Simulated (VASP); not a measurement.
**SnO2: relaxation of cell and atoms with PBEsol+D3(BJ)**

The system is SnO2.

```xyz
6
Lattice="-2.0001 2.0001 5.1237 2.0001 -2.0001 5.1237 2.0001 2.0001 -5.1237" Properties=species:S:1:pos:R:3 pbc="T T T"
Sn    0.0000    2.0001    2.5618
Sn    0.0000    0.0000    0.0000
O     0.0000    0.0000    8.1623
O     0.0000    2.0001    4.6469
O     0.0000    0.0000    2.0851
O     0.0000    2.0001    0.4767
```

```yaml
Program: VASP 6.6.1
Task: relaxation of cell and atoms
Functional: PBEsol
Dispersion: D3(BJ)
Potentials_or_basis: VASP PAW PBE potentials, release 64 (Sn_d, O)
Cutoff: 600 eV
k_mesh: 6 × 6 × 6
Occupations: methfessel-paxton, width 0.02 eV
Spin: no spin polarisation
Dipole_correction: no
Further_INCAR_settings: ALGO = Normal; EDIFF = 1e-07; IBRION = 2; EDIFFG = -0.01; NSW = 80; ISIF = 3
```

```
Relaxed volume                        : 13.60 Å³/atom
Relaxed cell                          : a = 5.834 Å, b = 5.834 Å, c = 5.834 Å, α = 139.90°, β = 139.90°, γ = 58.00°
Space group after relaxing (to 0.1 Å) : I4_1/amd (No. 141)
Energy gained by relaxing             : 0.3 meV/atom
Ionic steps                           : 7
Pressure after relaxing               : -0.1 GPa
Largest force after relaxing          : 0.010 eV/Å
Band gap on the k mesh                : 1.63 eV (least direct gap 2.01 eV)
Dispersion energy per atom            : -0.171 eV
```

Forces in eV/Å, atoms in the order of the input:
```
Sn   0.000  0.000  0.000
Sn   0.000  0.000  0.000
O    0.000  0.000 -0.010
O    0.000  0.000  0.010
O    0.000  0.000  0.010
O    0.000  0.000 -0.010
```

Step by step:
| step | energy change (eV) | largest force (eV/Å) | pressure (GPa) | volume (Å³) |
| --- | --- | --- | --- | --- |
| 1 | 0.0000 | 0.0587 | -0.91 | 81.98 |
| 2 | 0.0012 | 0.1019 | 1.34 | 81.07 |
| 3 | -0.0015 | 0.0087 | 0.04 | 81.59 |
| 4 | -0.0015 | 0.0099 | 0.07 | 81.58 |
| 5 | -0.0016 | 0.0161 | 0.01 | 81.61 |
| 6 | -0.0016 | 0.0210 | -0.02 | 81.63 |
| 7 | -0.0017 | 0.0098 | -0.06 | 81.62 |

Final structure:
```yaml
crystal:
  lattice:
    - [-1.99983, 1.99983, 5.10240]
    - [1.99983, -1.99983, 5.10240]
    - [1.99983, 1.99983, -5.10240]
  atoms:
    - { symbol: Sn, position: [0.75000, 0.25000, 0.50000] }
    - { symbol: Sn, position: [0.00000, 0.00000, 0.00000] }
    - { symbol: O, position: [0.79648, 0.79648, 0.00000] }
    - { symbol: O, position: [0.95352, 0.45352, 0.50000] }
    - { symbol: O, position: [0.20352, 0.20352, 0.00000] }
    - { symbol: O, position: [0.54648, 0.04648, 0.50000] }
```

Levels at points of the mesh, in eV from the valence-band top:
```
           k point  band 24  band 25  band 26  band 27  band 28  band 29
(0.00, 0.00, 0.00)    -0.66    -0.38    -0.38     1.63     5.57     9.28
(0.50, 0.00, 0.00)    -0.75    -0.57    -0.38     4.97     6.22     7.88
(0.50, 0.50, 0.00)    -0.80    -0.04    -0.04     7.33     7.33     7.60
(0.50, 0.50, 0.50)    -1.02    -0.28    -0.28     4.27     4.27     7.60
```

Wall time 9.1 min on 1 thread of AMD EPYC 9R45 96-Core Processor (Zen 5), on a shared host, peak memory 0.34 GiB.

Caveat: the PAW data sets were made with another functional, which shifts forces and pressure a little; spin-orbit coupling is left out, which moves the levels of the heavy elements. A k mesh can miss the band edges.
